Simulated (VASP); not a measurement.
# SiO2 (Pbcn) in VASP: relaxation of cell and atoms with r2SCAN

Aim: the relaxation of cell and atoms of SiO2 with r2SCAN.

Everything below comes from runs of VASP 6.6.1. Logs are shortened: lines on timing, memory, paths and dates and some standing lists are left out, and cuts for length are marked.

**1. The cell of the first run**

The structure is orthorhombic, space group Pbcn (No. 60). The conventional cell has a = 4.097 Å, b = 5.046 Å, c = 4.495 Å, α = 90.00°, β = 90.00°, γ = 90.00°. Si (site symmetry 2) has 6 O at 1.74 to 1.85 Å within 2.3 Å. Within 2.3 Å of O (site symmetry 1) lie 3 Si at 1.74 to 1.85 Å.

**2. Relaxation of cell and atoms, r2SCAN**

POSCAR

```
SiO2
1.0
    4.0970000000      0.0000000000      0.0000000000
    0.0000000000      5.0462000000      0.0000000000
    0.0000000000      0.0000000000      4.4946000000
Si O
4 8
Direct
    0.0000000000      0.1522000000      0.2500000000
    0.0000000000      0.8478000000      0.7500000000
    0.5000000000      0.3478000000      0.7500000000
    0.5000000000      0.6522000000      0.2500000000
    0.7336000000      0.6245000000      0.9186000000
    0.2664000000      0.3755000000      0.0814000000
    0.7664000000      0.8755000000      0.4186000000
    0.2336000000      0.1245000000      0.5814000000
    0.2336000000      0.8755000000      0.0814000000
    0.7664000000      0.1245000000      0.9186000000
    0.2664000000      0.6245000000      0.5814000000
    0.7336000000      0.3755000000      0.4186000000
```

INCAR.step1

```
SYSTEM = SiO2
PREC     = Accurate       ! precision mode
ENCUT    = 600            ! plane-wave cutoff, eV
ISMEAR   = 0              ! smearing method
SIGMA    = 0.01           ! smearing width, eV
LREAL    = .False.        ! projectors in reciprocal space
LASPH    = .True.         ! aspherical terms in the spheres
NELM     = 80             ! most SCF steps
GGA      = PE             ! functional
ALGO     = Normal         ! electronic algorithm
EDIFF    = 1E-4           ! SCF threshold, eV
LWAVE    = .True.         ! write WAVECAR
LCHARG   = .False.        ! write CHGCAR
```

INCAR.step2

```
SYSTEM = SiO2
PREC     = Accurate       ! precision mode
ENCUT    = 600            ! plane-wave cutoff, eV
EDIFF    = 1E-6           ! SCF threshold, eV
ISMEAR   = 0              ! smearing method
SIGMA    = 0.01           ! smearing width, eV
LREAL    = .False.        ! projectors in reciprocal space
LASPH    = .True.         ! aspherical terms in the spheres
NELM     = 80             ! most SCF steps
ALGO     = Normal         ! electronic algorithm
ISIF     = 3              ! what is computed and relaxed
LWAVE    = .False.        ! write WAVECAR
LCHARG   = .False.        ! write CHGCAR
METAGGA  = R2SCAN         ! meta-GGA
LMIXTAU  = .True.       
IBRION   = 2              ! ionic algorithm
NSW      = 80             ! ionic steps
EDIFFG   = -0.002         ! ionic threshold
ISTART   = 1
```

KPOINTS

```
regular mesh
0
Gamma
  6 5 5
  0 0 0
```

Potentials or basis: VASP PAW PBE potentials, release 64 (Si, O).

The run is started by

```
cat potpaw_PBE.64/Si/POTCAR potpaw_PBE.64/O/POTCAR > POTCAR
cp INCAR.step1 INCAR
mpirun -np 1 vasp_std > vasp.out
cp INCAR.step2 INCAR
mpirun -np 1 vasp_std > vasp.out
```

OUTCAR:

```text
SYSTEM = SiO2
   PREC = Accurate
   ENCUT = 600
   EDIFF = 1E-6
   ISMEAR = 0
   LREAL = .False.
   LASPH = .True.
   NELM = 80
   ISIF = 3
   METAGGA = R2SCAN
   IBRION = 2
   NSW = 80
   EDIFFG = -0.002
   ISTART = 1

 ion  position               nearest neighbor table
   1  0.000  0.152  0.250-   6 1.74  12 1.74  10 1.78   8 1.78   7 1.85   9 1.85   2 2.72   2 2.72

   2  0.000  0.848  0.750-   5 1.74  11 1.74   9 1.78   7 1.78  10 1.85   8 1.85   1 2.72   1 2.72

   3  0.500  0.348  0.750-   8 1.74  10 1.74   6 1.78  12 1.78  11 1.85   5 1.85   4 2.72   4 2.72

   4  0.500  0.652  0.250-   7 1.74   9 1.74   5 1.78  11 1.78   6 1.85  12 1.85   3 2.72   3 2.72

   5  0.734  0.624  0.919-   2 1.74   4 1.78   3 1.85
   6  0.266  0.376  0.081-   1 1.74   3 1.78   4 1.85
   7  0.766  0.876  0.419-   4 1.74   2 1.78   1 1.85
   8  0.234  0.124  0.581-   3 1.74   1 1.78   2 1.85
   9  0.234  0.876  0.081-   4 1.74   2 1.78   1 1.85
  10  0.766  0.124  0.919-   3 1.74   1 1.78   2 1.85
  11  0.266  0.624  0.581-   2 1.74   4 1.78   3 1.85
  12  0.734  0.376  0.419-   1 1.74   3 1.78   4 1.85

  LATTYP: Found a simple orthorhombic cell.
 ALAT       =     4.0970000000
 B/A-ratio  =     1.0970466195
 C/A-ratio  =     1.2316817183

  Lattice vectors:

 A1 = (  -4.0970000000,   0.0000000000,   0.0000000000)
 A2 = (   0.0000000000,   0.0000000000,   4.4946000000)
 A3 = (   0.0000000000,   5.0462000000,   0.0000000000)

Analysis of symmetry for initial positions (statically):
=====================================================================
 Subroutine PRICEL returns:
 Original cell was already a primitive cell.

 Routine SETGRP: Setting up the symmetry group for a
 simple orthorhombic supercell.

 Subroutine GETGRP returns: Found  8 space group operations
 (whereof  2 operations were pure point group operations)
 out of a pool of  8 trial point group operations.

The static configuration has the point symmetry S_2 .
 The point group associated with its full space group is D_2h.

Analysis of symmetry for dynamics (positions and initial velocities):
=====================================================================
 Subroutine PRICEL returns:
 Original cell was already a primitive cell.

 Routine SETGRP: Setting up the symmetry group for a
 simple orthorhombic supercell.

 Subroutine GETGRP returns: Found  8 space group operations
 (whereof  2 operations were pure point group operations)
 out of a pool of  8 trial point group operations.

The dynamic configuration has the point symmetry S_2 .
 The point group associated with its full space group is D_2h.

 Subroutine INISYM returns: Found  8 space group operations
 (whereof  2 operations are pure point group operations),
 and found     1 'primitive' translations

----------------------------------------------------------------------------------------

                                     Primitive cell

  volume of cell :      92.9226

  direct lattice vectors                    reciprocal lattice vectors
     4.097000000  0.000000000  0.000000000     0.244081035  0.000000000  0.000000000
     0.000000000  5.046200000  0.000000000     0.000000000  0.198168919  0.000000000
     0.000000000  0.000000000  4.494600000     0.000000000  0.000000000  0.222489209

  length of vectors
     4.097000000  5.046200000  4.494600000     0.244081035  0.198168919  0.222489209

  position of ions in fractional coordinates (direct lattice)
     0.000000000  0.152200000  0.250000000
     0.000000000  0.847800000  0.750000000
     0.500000000  0.347800000  0.750000000
     0.500000000  0.652200000  0.250000000
     0.733600000  0.624500000  0.918600000
     0.266400000  0.375500000  0.081400000
     0.766400000  0.875500000  0.418600000
     0.233600000  0.124500000  0.581400000
     0.233600000  0.875500000  0.081400000
     0.766400000  0.124500000  0.918600000
     0.266400000  0.624500000  0.581400000
     0.733600000  0.375500000  0.418600000

  ion indices of the primitive-cell ions
   primitive index   ion index
                 1           1
                 2           2
                 3           3
                 4           4
                 5           5
                 6           6
                 7           7
                 8           8
                 9           9
                10          10
                11          11
                12          12

----------------------------------------------------------------------------------------

 KPOINTS: regular mesh

Automatic generation of k-mesh.
 Grid dimensions read from file:
 generate k-points for:    6    5    5

 Generating k-lattice:

  Cartesian coordinates                     Fractional coordinates (reciprocal lattice)
     0.040680172  0.000000000  0.000000000     0.166666667  0.000000000  0.000000000
     0.000000000  0.039633784  0.000000000     0.000000000  0.200000000  0.000000000
     0.000000000  0.000000000  0.044497842     0.000000000  0.000000000  0.200000000

  Length of vectors
     0.040680172  0.039633784  0.044497842

  Shift w.r.t. Gamma in fractional coordinates (k-lattice)
     0.000000000  0.000000000  0.000000000

 Subroutine IBZKPT returns following result:
 ===========================================

 Found     36 irreducible k-points:

 Following reciprocal coordinates:
            Coordinates               Weight
  0.000000  0.000000  0.000000      1.000000
  0.166667  0.000000  0.000000      2.000000
  0.333333  0.000000  0.000000      2.000000
  0.500000  0.000000  0.000000      1.000000
  0.000000  0.200000  0.000000      2.000000
  0.166667  0.200000  0.000000      4.000000
[... 16 lines left out ...]
  0.333333  0.400000  0.200000      8.000000
  0.500000  0.400000  0.200000      4.000000
 [... further k-points ...]
   k-points           NKPTS =     36   k-points in BZ     NKDIM =     36   number of bands    NBANDS=     39
   number of dos      NEDOS =    301   number of ions     NIONS =     12
   total plane-waves  NPLWV =  51840
   dimension x,y,z NGX =    36 NGY =   40 NGZ =   36
   dimension x,y,z NGXF=    72 NGYF=   80 NGZF=   72
   ions per type =               4   8
   NGX,Y,Z   is equivalent  to a cutoff of  14.61, 13.18, 13.32 a.u.
   NGXF,Y,Z  is equivalent  to a cutoff of  29.22, 26.36, 26.63 a.u.
 SYSTEM =  SiO2
   PREC   = accura    normal or accurate (medium, high low for compatibility)
   ISTART =      1    job   : 0-new  1-cont  2-samecut
   ICHARG =      0    charge: 1-file 2-atom 10-const
   ISPIN  =      1    spin polarized calculation?
   LNONCOLLINEAR =      F non collinear calculations
   LSORBIT =      F    spin-orbit coupling
   LASPH  =      T    aspherical Exc in radial PAW
   ENCUT  =  600.0 eV  44.10 Ry    6.64 a.u.   8.18 10.08  8.98*2*pi/ulx,y,z
   NELM   =     80;   NELMIN=  2; NELMDL=  0     # of ELM steps
   EDIFF  = 0.1E-05   stopping-criterion for ELM
   LREAL  =      F    real-space projection
   EDIFFG = -.2E-02   stopping-criterion for IOM
   NSW    =     80    number of steps for IOM
   IBRION =      2    ionic relax: 0-MD 1-quasi-New 2-CG
   NFREE  =      1    steps in history (QN), initial steepest desc. (CG)
   ISIF   =      3    stress and relaxation
   ISYM   =      2    0-nonsym 1-usesym 2-fastsym
   POTIM  = 0.5000    time-step for ionic-motion
   TEBEG  =    0.0;   TEEND  =   0.0 temperature during run
   PSTRESS=    0.0 pullay stress
   NELECT =      64.0000    total number of electrons
   NUPDOWN=      -1.0000    fix difference up-down
   EMIN   =  10.00;   EMAX   =-10.00  energy-range for DOS
   EFERMI =   0.00;   METHOD = LEGACY
   ISMEAR =     0;   SIGMA  =   0.01  broadening in eV -4-tet -1-fermi 0-gaus
   EFERMI_NEDOS =   21; number of points for ismear=-14 and -15
   IALGO  =     38    algorithm
   IMIX   =      4    mixing-type and parameters
     AMIX     =   0.40;   BMIX     =  1.00
     AMIX_MAG =   1.60;   BMIX_MAG =  1.00
  volume/ion in A,a.u.               =       7.74        52.26
  Fermi-wavevector in a.u.,A,eV,Ry     =   1.445754  2.732078 28.438951  2.090204
  Thomas-Fermi vector in A             =   2.563900
   LORBIT       =      0    0 simple, 1 ext, 2 COOP (PROOUT), +10 PAW based schemes
   METAGGA = R2SCAN    functional components
   LHFCALC =     F    Hartree Fock is set to
   AEXX    =    0.0000 exact exchange contribution
   IVDW    =     0    specifies the selected vdW correction
   LEPSILON=     F    determine dielectric tensor
   LRPA    =     F    only Hartree local field effects (RPA)
 conjugate gradient relaxation of ions
 non-spin polarized calculation
 Gauss-broadening in eV      SIGMA  =   0.01
  energy-cutoff  :      600.00
  volume of cell :       92.92
 maximum number of plane-waves:      3132
 NGX is ok and might be reduce to    36
   NGX = 17   NGY = 21   NGZ = 17

--------------------------------------- Ionic step        1  -------------------------------------------

 number of electron      64.0000005 magnetization

 Free energy of the ion-electron system (eV)
  ---------------------------------------------------
  ext. energy  EPLUGINS =         0.00000000
  ---------------------------------------------------
  free energy    TOTEN  =      -116.76665944 eV

  energy without entropy =     -116.76665944  energy(sigma->0) =     -116.76665944

------------------------ aborting loop because EDIFF is reached ----------------------------------------

  FORCE on cell =-STRESS in cart. coord.  units (eV):
  Direction    XX          YY          ZZ          XY          YZ          ZX
  --------------------------------------------------------------------------------------
  -------------------------------------------------------------------------------------
  Total       -3.7281501     -1.4328964     -1.9154263      0.0000000      0.0000000     -0.0000000
  in kB      -64.2809824    -24.7060834    -33.0258926      0.0000000      0.0000000     -0.0000000
  external PRESSURE =     -40.6709861 kB  Pullay stress =       0.0000000 kB
[... 119 lines left out ...]
  FREE ENERGIE OF THE ION-ELECTRON SYSTEM (eV)
  ---------------------------------------------------
  free  energy   TOTEN  =      -116.9028468219 eV

  energy  without entropy=     -116.9028468219  energy(sigma->0) =     -116.90284682

[... ionic steps 4 to 10 ...]

--------------------------------------- Ionic step       11  -------------------------------------------

 number of electron      64.0000003 magnetization

------------------------ aborting loop because EDIFF is reached ----------------------------------------
[... 87 lines left out ...]
--------------------------------------- Ionic step       13  -------------------------------------------

 number of electron      64.0000003 magnetization

 Free energy of the ion-electron system (eV)
  ---------------------------------------------------
  ext. energy  EPLUGINS =         0.00000000
  ---------------------------------------------------
  free energy    TOTEN  =      -116.91923075 eV

  energy without entropy =     -116.91923075  energy(sigma->0) =     -116.91923075

 E-fermi :   7.7132     XC(G=0): -13.0101

 val. band max:        7.6567714179   @ k =   0.0000   0.0000   0.0000
 cond. band min:      14.4072188544   @ k =   0.0000   0.0000   0.0000
 fundamental gap:      6.7504474365
 Fermi energy:         7.7132397063

 k-point     1 :       0.0000    0.0000    0.0000
  band No.  band energies     occupation
      1     -15.4710      2.00000
      2     -12.6783      2.00000
      3     -12.4586      2.00000
      4     -12.1621      2.00000
      5     -11.8796      2.00000
      6     -11.1957      2.00000
[... 997 lines left out ...]
     38      19.2493      0.00000
     39      20.5341      0.00000

 [... further k-points ...]
[... 5 lines left out ...]
  --------------------------------------------------------------------------------------
  -------------------------------------------------------------------------------------
  Total        0.0091245     -0.0126920     -0.0078953      0.0000000      0.0000000     -0.0000000
  in kB        0.1592570     -0.2215228     -0.1378019      0.0000000      0.0000000     -0.0000000
  external PRESSURE =      -0.0666892 kB  Pullay stress =       0.0000000 kB
[... 27 lines left out ...]
  FREE ENERGIE OF THE ION-ELECTRON SYSTEM (eV)
  ---------------------------------------------------
  free  energy   TOTEN  =      -116.9192307451 eV

  energy  without entropy=     -116.9192307451  energy(sigma->0) =     -116.91923075

 reached required accuracy - stopping structural energy minimisation
```

Wall time 68 min (1 thread of Oxide Virtual Turin-like, shared host); peak memory 0.27 GiB.

What came out:

- Free energy: -116.9192 eV
- Relaxed volume: 7.65 Å³/atom
- Relaxed cell: a = 4.070 Å, b = 5.029 Å, c = 4.484 Å, α = 90.00°, β = 90.00°, γ = 90.00°
- Space group after relaxing (to 0.1 Å): Pbcn (No. 60)
- Energy gained by relaxing: 12.7 meV/atom
- Ionic steps: 13
- Pressure after relaxing: 0.0 GPa
- Band gap on the k mesh: 6.75 eV

Step by step:
```csv
step,energy change (eV),largest force (eV/Å),pressure (GPa),volume (Å³)
1,0.0000,1.0342,-4.07,92.92
2,-0.0114,1.0111,8.02,90.30
3,-0.1362,0.2303,1.52,91.55
4,-0.1483,0.0833,-1.56,92.28
5,-0.1486,0.0810,-1.12,92.17
6,-0.1523,0.0335,0.17,91.74
7,-0.1523,0.0351,0.13,91.76
8,-0.1525,0.0130,-0.06,91.80
9,-0.1525,0.0143,-0.06,91.80
10,-0.1526,0.0079,0.07,91.78
11,-0.1526,0.0021,0.01,91.79
12,-0.1526,0.0021,0.02,91.79
13,-0.1526,0.0009,-0.01,91.80
```

Final structure:
```
CELL_PARAMETERS angstrom
4.07031 0.00000 0.00000
0.00000 5.02900 0.00000
0.00000 0.00000 4.48448
ATOMIC_POSITIONS crystal
Si 0.00000 0.15225 0.25000
Si 0.00000 0.84775 0.75000
Si 0.50000 0.34775 0.75000
Si 0.50000 0.65225 0.25000
O 0.73114 0.61791 0.91948
O 0.26886 0.38209 0.08052
O 0.76886 0.88209 0.41948
O 0.23114 0.11791 0.58052
O 0.23114 0.88209 0.08052
O 0.76886 0.11791 0.91948
O 0.26886 0.61791 0.58052
O 0.73114 0.38209 0.41948
```

Levels at points of the mesh, in eV from the valence-band top:
```
           k point  band 28  band 29  band 30  band 31  band 32  band 33  band 34  band 35  band 36  band 37
(0.00, 0.00, 0.00)    -1.53    -0.81    -0.40    -0.37     0.00     6.75     8.75     9.90    10.09    11.19
(0.50, 0.00, 0.00)    -1.70    -0.56    -0.56    -0.40    -0.40     8.88     8.88     9.34     9.34    11.66
```

Caveat: the PAW data sets were made with another functional, which shifts forces and pressure a little; an odd mesh through Γ misses points on the zone boundary, where band edges can lie.
